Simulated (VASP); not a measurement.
# Cu8HO8 (a cell with a defect) in VASP: further runs

Runs on Cu8HO8 (a cell with a defect). Level: LDA. Tasks: single point.

Program: VASP 6.6.1. These are calculated values, not measurements. Logs are shortened: lines on timing, memory, paths and dates and some standing lists are left out, and cuts for length are marked.

## Step 1: The cell of the first run

The cell holds a defect, 17 atoms: a = 5.825 Å, b = 5.825 Å, c = 5.119 Å, α = 96.86°, β = 96.86°, γ = 73.30°.

## Step 2: Single point, LDA, collinear spin, ferromagnetic start

File INCAR:

```
SYSTEM = Cu8HO8
PREC = Accurate ; ENCUT = 520
EDIFF = 1E-7 ; ISMEAR = 0
SIGMA = 0.02 ; LREAL = Auto
LASPH = .TRUE. ; NELM = 150
ALGO = Normal ; ISIF = 2
LWAVE = .FALSE. ; LCHARG = .FALSE.
ISPIN = 2 ; MAGMOM = 0 0 0 0 0 0 0 0 0 0 0 0 0 0 0 0 1
LORBIT = 11 ; LMAXMIX = 4
NBANDS = 86
```

File KPOINTS:

```
Automatic mesh
0
G
  2 2 2
  0 0 0
```

File POSCAR:

```
Cu8HO8
1.0
    4.6732000000     -3.4770000000      0.0000000000
    4.6732000000      3.4770000000      0.0000000000
   -0.7621590000      0.0000000000      5.0619440000
Cu O H
8 8 1
Direct
   -0.0144790072      0.2364119102      0.0034641652
    0.2387958614     -0.0060377716      0.4891552902
    0.0067606345      0.7474085784     -0.0348275366
    0.2340683665      0.4952727211      0.4899204500
    0.4738814315      0.2330232031      0.0143737522
    0.7463640377     -0.0101291312      0.4812086467
    0.4969272110      0.7558341024     -0.0234439889
    0.7603510565      0.5154649091      0.4348325586
    0.2532440655      0.2239951343      0.2525885326
    0.2060617565      0.2602012428      0.7518197902
    0.2702385040      0.7259671303      0.2280270980
    0.2310506948      0.7629680618      0.7283067632
    0.7568722277      0.2244057269      0.2552504026
    0.7023241722      0.2271725850      0.7729614237
    0.7787850273      0.7508949584      0.1975002415
    0.7318540126      0.7550172448      0.7149983324
    0.6506853477      0.3837357943      0.6864846785
```

Potentials or basis: VASP PAW LDA potentials, release 64 (Cu, O, H).

Run with:

```console
$ cat potpaw_LDA.64/Cu/POTCAR potpaw_LDA.64/O/POTCAR potpaw_LDA.64/H/POTCAR > POTCAR
$ mpirun -np 1 vasp_std > vasp.out
```

OUTCAR:

```text
SYSTEM = Cu8HO8
   PREC = Accurate
   ENCUT = 520
   EDIFF = 1E-7
   ISMEAR = 0
   LREAL = Auto
   LASPH = .TRUE.
   NELM = 150
   ISIF = 2
   ISPIN = 2
   LORBIT = 11

 ion  position               nearest neighbor table
   1  0.986  0.236  0.003-   9 1.88  14 1.92  10 1.97  13 1.98
   2  0.239  0.994  0.489-  10 1.91  11 1.91   9 1.94  12 1.94
   3  0.007  0.747  0.965-  15 1.88  11 1.90  12 1.91  16 1.92
   4  0.234  0.495  0.490-  12 1.86   9 1.86  11 2.08  10 2.08   8 2.71
   5  0.474  0.233  0.014-   9 1.89  14 1.91  10 1.92  13 1.93   7 2.73
   6  0.746  0.990  0.481-  15 1.87  14 1.90  13 1.91  16 1.95   8 2.72
   7  0.497  0.756  0.977-  15 1.87  12 1.88  11 2.01  16 2.02   5 2.73
   8  0.760  0.515  0.435-  13 1.83  17 1.84  16 1.86  15 1.97   4 2.71   6 2.72
   9  0.253  0.224  0.253-   4 1.86   1 1.88   5 1.89   2 1.94
  10  0.206  0.260  0.752-   2 1.91   5 1.92   1 1.97   4 2.08
  11  0.270  0.726  0.228-   3 1.90   2 1.91   7 2.01   4 2.08
  12  0.231  0.763  0.728-   4 1.86   7 1.88   3 1.91   2 1.94
  13  0.757  0.224  0.255-   8 1.83   6 1.91   5 1.93   1 1.98
  14  0.702  0.227  0.773-  17 1.01   6 1.90   5 1.91   1 1.92
  15  0.779  0.751  0.198-   7 1.87   6 1.87   3 1.88   8 1.97
  16  0.732  0.755  0.715-   8 1.86   3 1.92   6 1.95   7 2.02
  17  0.651  0.384  0.686-  14 1.01   8 1.84

  LATTYP: Found a base centered monoclinic cell.
 ALAT       =     9.3464000000
 B/A-ratio  =     0.7440297869
 C/A-ratio  =     0.5476975343
 COS(beta)  =    -0.1488882526

  Lattice vectors:

 A1 = (   4.6732000000,  -3.4770000000,   0.0000000000)
 A2 = (   4.6732000000,   3.4770000000,   0.0000000000)
 A3 = (  -0.7621590000,   0.0000000000,   5.0619440000)

Analysis of symmetry for initial positions (statically):
=====================================================================
 Subroutine PRICEL returns:
 Original cell was already a primitive cell.

 Routine SETGRP: Setting up the symmetry group for a
 base centered monoclinic supercell.

 Subroutine GETGRP returns: Found  1 space group operations
 (whereof  1 operations were pure point group operations)
 out of a pool of  4 trial point group operations.

The static configuration has the point symmetry C_1 .

Analysis of symmetry for dynamics (positions and initial velocities):
=====================================================================
 Subroutine PRICEL returns:
 Original cell was already a primitive cell.

 Routine SETGRP: Setting up the symmetry group for a
 base centered monoclinic supercell.

 Subroutine GETGRP returns: Found  1 space group operations
 (whereof  1 operations were pure point group operations)
 out of a pool of  4 trial point group operations.
[... 174 lines left out ...]
  ---------------------------------------------------
  free energy    TOTEN  =       -96.52869309 eV

  energy without entropy =      -96.52741125  energy(sigma->0) =      -96.52805217

 E-fermi :   5.5384     XC(G=0): -12.3703

 val. band max:        5.5199482814   @ k =   0.0000   0.0000   0.5000
 cond. band min:       5.5568988256   @ k =   0.5000   0.5000   0.0000
 fundamental gap:      0.0369505442
 Fermi energy:         5.5383722684

 spin component 1

 k-point     1 :       0.0000    0.0000    0.0000
  band No.  band energies     occupation
      1     -15.5148      1.00000
      2     -14.1448      1.00000
      3     -13.6598      1.00000
      4     -13.3940      1.00000
      5     -13.0142      1.00000
      6     -12.7127      1.00000
[... 653 lines left out ...]
     79      11.0251      0.00000
     80      11.1498      0.00000
 Fermi energy:         5.5383722684

 spin component 2

 k-point     1 :       0.0000    0.0000    0.0000
  band No.  band energies     occupation
      1     -15.5148      1.00000
      2     -14.1448      1.00000
      3     -13.6598      1.00000
      4     -13.3940      1.00000
      5     -13.0142      1.00000
      6     -12.7127      1.00000
[... 653 lines left out ...]
     79      11.0251      0.00000
     80      11.1498      0.00000
 [bands above 80 left out]

------------------------ aborting loop because EDIFF is reached ----------------------------------------

  FORCE on cell =-STRESS in cart. coord.  units (eV):
  Direction    XX          YY          ZZ          XY          YZ          ZX
  --------------------------------------------------------------------------------------
  -------------------------------------------------------------------------------------
  Total       -0.8874826      2.8713556      1.3556531      1.7497090     -0.0840290      1.1727532
  in kB       -8.6437864     27.9660532     13.2036124     17.0415865     -0.8184145     11.4222280
  external PRESSURE =      10.8419597 kB  Pullay stress =       0.0000000 kB

 VOLUME and BASIS-vectors are now :
 -----------------------------------------------------------------------------
  energy-cutoff  :      520.00
  volume of cell :      164.50
      direct lattice vectors                 reciprocal lattice vectors
     4.673200000 -3.477000000  0.000000000     0.106993067 -0.143802128  0.016109568
     4.673200000  3.477000000  0.000000000     0.106993067  0.143802128  0.016109568
    -0.762159000  0.000000000  5.061944000     0.000000000  0.000000000  0.197552561

 POSITION                                       TOTAL-FORCE (eV/Angst)
 -----------------------------------------------------------------------------------
      5.70770     -2.60465      0.01754        -0.012784      0.019290     -0.015253
      5.38811      2.62571      2.47608        -0.016321     -0.011984      0.017217
      2.78877      2.57523      4.88565         0.000287      0.007190     -0.020516
      3.03496      0.90821      2.47995         0.016907      0.005969     -0.026471
      3.29255     -0.83746      0.07276         0.022938     -0.011433      0.005521
      7.74702      0.84667      2.43585        -0.012711     -0.009884      0.014531
[... 9 lines left out ...]
      6.40350      0.08054      3.61928        -0.021401      0.045499      0.057043
      4.31085     -0.92818      3.47495         0.078115      0.101686     -0.048417
 -----------------------------------------------------------------------------------
    total drift:                               -0.007014     -0.010756      0.012841

  FREE ENERGIE OF THE ION-ELECTRON SYSTEM (eV)
  ---------------------------------------------------
  free  energy   TOTEN  =       -96.5286930940 eV

  energy  without entropy=      -96.5274112533  energy(sigma->0) =      -96.52805217

 total charge

# of ion       s       p       d       tot
------------------------------------------
    1        0.397   0.413   9.178   9.988
    2        0.408   0.430   9.153   9.992
    3        0.421   0.457   9.142  10.020
    4        0.406   0.407   9.176   9.988
    5        0.413   0.444   9.162  10.019
    6        0.415   0.450   9.161  10.026
[... 9 lines left out ...]
   16        1.564   3.377   0.000   4.941
   17        0.572   0.117   0.000   0.689
--------------------------------------------------
tot         16.406  30.756  73.360 120.522

 magnetization (x)

# of ion       s       p       d       tot
------------------------------------------
    1        0.000   0.000   0.000   0.000
    2       -0.000  -0.000   0.000   0.000
    3        0.000   0.000  -0.000  -0.000
    4        0.000   0.000  -0.000  -0.000
    5        0.000   0.000   0.000   0.000
    6        0.000   0.000   0.000   0.000
[... 9 lines left out ...]
   16        0.000  -0.000   0.000  -0.000
   17       -0.000  -0.000   0.000  -0.000
--------------------------------------------------
tot         -0.000   0.000   0.000   0.000
```

Run time: 10 min. Hardware: 1 thread of Intel Xeon Platinum 8488C (Sapphire Rapids), shared host; peak memory 0.33 GiB.

Results:

```yaml
Free_energy: -96.5287 eV
Pressure: 1.1 GPa
Largest_force: 0.137 eV/Å
Net_moment: 0.00 μB per cell
Valence_electrons_inside_the_program's_atomic_spheres: Cu 9.99, 10.02, 10.03, 10.10; O 4.97, 4.92, 4.91, 4.96, 5.08, 4.94; H 0.69
```

Forces on the atoms (eV/Å):
```
Cu  -0.013  0.019 -0.015
Cu  -0.016 -0.012  0.017
Cu   0.000  0.007 -0.021
Cu   0.017  0.006 -0.026
Cu   0.023 -0.011  0.006
Cu  -0.013 -0.010  0.015
Cu   0.001 -0.005  0.002
Cu   0.013  0.005 -0.001
O   -0.030 -0.054  0.027
O    0.022  0.051 -0.025
O    0.016 -0.052 -0.003
O   -0.003  0.046  0.000
O   -0.016 -0.051 -0.006
O   -0.046 -0.038  0.009
O   -0.013 -0.049  0.015
O   -0.021  0.045  0.057
H    0.078  0.102 -0.048
```

Stress tensor (GPa, compression positive):
```
-0.86  1.70  1.14
 1.70  2.80 -0.08
 1.14 -0.08  1.32
```

Caveat: the k points lie up to 0.62 Å⁻¹ apart; semilocal functionals often make such compounds metallic where correlation or magnetic order opens a gap, which also shifts bond lengths.

## Step 3: Single point, LDA, collinear spin, ferromagnetic start

File INCAR:

```
PREC = Accurate ; ENCUT = 520
EDIFF = 1E-7 ; ISMEAR = 0
SIGMA = 0.02 ; LREAL = Auto
LASPH = T ; NELM = 150
ALGO = Normal ; ISIF = 2
LWAVE = F ; LCHARG = F
ISPIN = 2 ; MAGMOM = 0 0 0 0 0 0 0 0 0 0 0 0 0 0 0 0 1
LORBIT = 11 ; LMAXMIX = 4
NBANDS = 86
```

File KPOINTS:

```
Automatic mesh
0
Gamma
  2 2 2
```

File POSCAR:

```
Cu8HO8
1.0
    4.6732000000     -3.4770000000      0.0000000000
    4.6732000000      3.4770000000      0.0000000000
   -0.7621590000      0.0000000000      5.0619440000
Cu O H
8 8 1
Direct
   -0.0067893132      0.2376113521      0.0194959568
    0.2536296005     -0.0042793469      0.5036646093
    0.0144706662      0.7487109376     -0.0185336032
    0.2398307081      0.4698599704      0.5492423171
    0.5027859115      0.2295205472      0.0082048796
    0.7612676042     -0.0088500505      0.4949972800
    0.5258282864      0.7523541510     -0.0298244430
    0.7657283639      0.4895314710      0.4957585112
    0.2681631853      0.2300991072      0.2692252498
    0.2207998797      0.2349941083      0.7871665162
    0.2978042264      0.7581942111      0.2121871063
    0.2427392638      0.7608387514      0.7292702693
    0.7689159108      0.2224968299      0.2565264071
    0.7294440581      0.2582605327      0.7572254895
    0.7936372623      0.7248898773      0.2327808652
    0.7466519734      0.7612769300      0.7318898923
    0.3497130427      0.6013863403      0.2983276266
```

Potentials or basis: VASP PAW LDA potentials, release 64 (Cu, O, H).

Run with:

```console
$ cat potpaw_LDA.64/Cu/POTCAR potpaw_LDA.64/O/POTCAR potpaw_LDA.64/H/POTCAR > POTCAR
$ mpirun -np 1 vasp_std > vasp.out
```

Run time: 10 min. Hardware: 1 thread of Intel Xeon Platinum 8488C (Sapphire Rapids), shared host; peak memory 0.34 GiB.

Results (log left out):

```yaml
Free_energy: -96.5290 eV
Pressure: 1.1 GPa
Largest_force: 0.126 eV/Å
Net_moment: 0.00 μB per cell
Valence_electrons_inside_the_program's_atomic_spheres: Cu 10.02, 10.03, 9.99, 10.09; O 4.94, 4.97, 5.08, 4.96, 4.92; H 0.69
```

Forces on the atoms (eV/Å):
```
Cu  -0.003  0.003  0.023
Cu  -0.001  0.003 -0.011
Cu   0.009 -0.013  0.010
Cu  -0.030 -0.007 -0.001
Cu   0.002 -0.004  0.006
Cu  -0.004  0.006  0.008
Cu  -0.022  0.010 -0.003
Cu  -0.004  0.000  0.000
O    0.033 -0.039 -0.034
O    0.013  0.039 -0.025
O    0.037  0.042 -0.033
O    0.029  0.053  0.023
O   -0.016 -0.049 -0.003
O    0.008  0.062 -0.014
O   -0.012 -0.056  0.013
O    0.027  0.045 -0.007
H   -0.067 -0.095  0.046
```

Stress tensor (GPa, compression positive):
```
-0.86  1.74  1.13
 1.74  2.79 -0.06
 1.13 -0.06  1.33
```

Levels at points of the mesh, in eV from the Fermi level:
Spin up:
| k point | band 64 | band 65 | band 66 | band 67 | band 68 | band 69 | band 70 | band 71 | band 72 | band 73 |
| --- | --- | --- | --- | --- | --- | --- | --- | --- | --- | --- |
| (0.00, 0.00, 0.00) | -1.19 | -0.89 | -0.40 | 0.14 | 0.23 | 0.34 | 0.37 | 0.89 | 1.04 | 1.63 |
| (0.50, 0.00, 0.00) | -1.16 | -0.98 | -0.81 | -0.28 | -0.04 | 0.42 | 0.62 | 0.70 | 0.88 | 2.90 |
| (0.00, 0.50, 0.00) | -1.07 | -0.95 | -0.86 | -0.46 | 0.18 | 0.48 | 0.58 | 0.72 | 0.93 | 3.11 |
| (0.50, 0.50, 0.00) | -1.15 | -0.91 | -0.70 | -0.44 | -0.42 | 0.02 | 0.56 | 0.77 | 0.89 | 3.38 |
| (0.00, 0.00, 0.50) | -1.25 | -0.75 | -0.43 | -0.23 | -0.08 | -0.02 | 0.25 | 0.59 | 0.73 | 3.23 |
| (0.50, 0.00, 0.50) | -1.25 | -1.08 | -0.86 | -0.59 | -0.30 | -0.08 | 0.04 | 0.11 | 0.50 | 3.80 |
| (0.00, 0.50, 0.50) | -1.20 | -1.10 | -0.75 | -0.45 | -0.24 | -0.11 | -0.04 | 0.40 | 0.59 | 3.85 |
| (0.50, 0.50, 0.50) | -1.13 | -1.01 | -0.77 | -0.59 | -0.52 | -0.41 | -0.36 | -0.10 | 0.06 | 4.09 |
Spin down:
| k point | band 64 | band 65 | band 66 | band 67 | band 68 | band 69 | band 70 | band 71 | band 72 | band 73 |
| --- | --- | --- | --- | --- | --- | --- | --- | --- | --- | --- |
| (0.00, 0.00, 0.00) | -1.19 | -0.89 | -0.40 | 0.14 | 0.23 | 0.34 | 0.37 | 0.89 | 1.04 | 1.63 |
| (0.50, 0.00, 0.00) | -1.16 | -0.98 | -0.81 | -0.28 | -0.04 | 0.42 | 0.62 | 0.70 | 0.88 | 2.90 |
| (0.00, 0.50, 0.00) | -1.07 | -0.95 | -0.86 | -0.46 | 0.18 | 0.48 | 0.58 | 0.72 | 0.93 | 3.11 |
| (0.50, 0.50, 0.00) | -1.15 | -0.91 | -0.70 | -0.44 | -0.42 | 0.02 | 0.56 | 0.77 | 0.89 | 3.38 |
| (0.00, 0.00, 0.50) | -1.25 | -0.75 | -0.43 | -0.23 | -0.08 | -0.02 | 0.25 | 0.59 | 0.73 | 3.23 |
| (0.50, 0.00, 0.50) | -1.25 | -1.08 | -0.86 | -0.59 | -0.30 | -0.08 | 0.04 | 0.11 | 0.50 | 3.80 |
| (0.00, 0.50, 0.50) | -1.20 | -1.10 | -0.75 | -0.45 | -0.24 | -0.11 | -0.04 | 0.40 | 0.59 | 3.85 |
| (0.50, 0.50, 0.50) | -1.13 | -1.01 | -0.77 | -0.59 | -0.52 | -0.41 | -0.36 | -0.10 | 0.06 | 4.09 |

Caveat: the k points lie up to 0.62 Å⁻¹ apart; semilocal functionals often make such compounds metallic where correlation or magnetic order opens a gap, which also shifts bond lengths. With open d or f shells a metallic result of LDA can be an artefact of self-interaction; +U or a hybrid may open a gap.
